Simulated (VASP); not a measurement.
Here is a VASP 6.6.1 calculation.

File INCAR:

```
SYSTEM = MoS2
PREC = Accurate ; ENCUT = 520
EDIFF = 1E-7 ; ISMEAR = 0
SIGMA = 0.05 ; LREAL = .FALSE.
LASPH = .TRUE. ; NELM = 60
ALGO = Normal ; ISIF = 2
LWAVE = .FALSE. ; LCHARG = .TRUE.
GGA = PE ; IVDW = 12
LELF = .TRUE. ; LVHAR = .TRUE.
NBANDS = 35
```

File KPOINTS:

```
Automatic mesh
0
G
  12 12 4
  0 0 0
```

File POSCAR:

```
MoS2
1.0
    3.2753000000      0.0000000000      0.0000000000
   -1.6376500000      2.8364930050      0.0000000000
    0.0000000000      0.0000000000     11.6603000000
Mo S
2 4
Direct
    0.6666666667      0.3333333333      0.2501439769
    0.3333333333      0.6666666667      0.7498560231
    0.3333333333      0.6666666667      0.3795985159
    0.6666666667      0.3333333333      0.8793132861
    0.3333333333      0.6666666667      0.1206867139
    0.6666666667      0.3333333333      0.6204014841
```

Potentials or basis: VASP PAW PBE potentials, release 64 (Mo_sv, S).

Run with:

```bash
$ cat potpaw_PBE.64/Mo_sv/POTCAR potpaw_PBE.64/S/POTCAR > POTCAR
$ mpirun -np 1 vasp_std > vasp.out
```

Problem. Estimate the pressure.

Solution. -5.0 GPa.

Problem. What does it give for the band gap on the k mesh?

Solution. 0.20 eV (least direct gap 1.28 eV).

Forces on the atoms (eV/Å):
```
Mo   0.000  0.000 -0.002
Mo   0.000  0.000  0.002
S    0.000  0.000  0.225
S    0.000  0.000  0.229
S    0.000  0.000 -0.229
S    0.000  0.000 -0.225
```

Caveat: the stress differs along the axes, from -9 to 3 GPa. A k mesh can miss the band edges.
